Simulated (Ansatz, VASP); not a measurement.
## One calculation of C, two programs

File POSCAR:

```
C
1.0
    2.4779088412      0.0000000000      0.0000000000
   -1.2389544206      2.1459320047      0.0000000000
    0.0000000000      0.0000000000      4.1267566221
C
4
Direct
    0.3333333333      0.6666666667      0.0002313166
    0.6666666667      0.3333333333      0.5002313166
    0.3333333333      0.6666666667      0.3747686834
    0.6666666667      0.3333333333      0.8747686834
```

INCAR.step1

```
SYSTEM = C
PREC = Accurate
ENCUT = 520
ISMEAR = 0
SIGMA = 0.01
LREAL = .False.
LASPH = .True.
NELM = 80
NBANDS = 16
GGA = PE
ALGO = Normal
EDIFF = 1E-4
LWAVE = .True.
LCHARG = .False.
```

INCAR.step2

```
SYSTEM = C
PREC = Accurate
ENCUT = 520
EDIFF = 1E-6
ISMEAR = 0
SIGMA = 0.01
LREAL = .False.
LASPH = .True.
NELM = 80
ALGO = Normal
ISIF = 2
LWAVE = .False.
LCHARG = .False.
METAGGA = R2SCAN
LMIXTAU = .True.
NBANDS = 16
ISTART = 1
```

Contents of KPOINTS:

```
Automatic mesh
0
Gamma
  9 9 6
  0 0 0
```

Input for Ansatz:

```yaml
crystal:
  lattice:
    - [2.4779088412, 0.0, 0.0]
    - [-1.2389544206, 2.1459320047, 0.0]
    - [0.0, 0.0, 4.1267566221]
  atoms:
    - { symbol: C, position: [0.3333333333, 0.6666666667, 0.0002313166] }
    - { symbol: C, position: [0.6666666667, 0.3333333333, 0.5002313166] }
    - { symbol: C, position: [0.3333333333, 0.6666666667, 0.3747686834] }
    - { symbol: C, position: [0.6666666667, 0.3333333333, 0.8747686834] }
kpoints:
  mp_grid: { grid: [9, 9, 6] }
hamiltonian:
  xc: r2scan
scf:
  occupations: { method: fixed }
  n_extra_bands: 5
output:
  forces: true
  stress: true
  eigenvalues: true
```

Alike in both runs: task single point; functional r2SCAN; k mesh 9 × 9 × 6; no spin polarisation.

|  | VASP | Ansatz |
| --- | --- | --- |
| version | VASP 6.6.1 | Ansatz 0.2.0 |
| potentials or method | VASP PAW PBE potentials, release 64 (C) | plane waves, PAW |
| plane-wave cutoff (eV) | 520 | 500 |
| occupations | gaussian, width 0.01 eV | fixed |
| valence electrons in the cell | 16 | 16 |

Ansatz gave:

```
gap on the k mesh at the Fermi level (eV)                     : 3.50
pressure (GPa)                                                : 14.5
traceless stress, the component that is largest in VASP (GPa) : 0.14
rms of the force components (eV/Å)                            : 0.022
```

Problem. Estimate VASP's values.

Solution. gap on the k mesh at the Fermi level (eV): 3.46; pressure (GPa): 15.8; traceless stress, the component that is largest in VASP (GPa): 0.10; rms of the force components (eV/Å): 0.028.

VASP's potentials were made for PBE, not for r2SCAN. Atom by atom the forces differ by 0.005 eV/Å (rms over components).
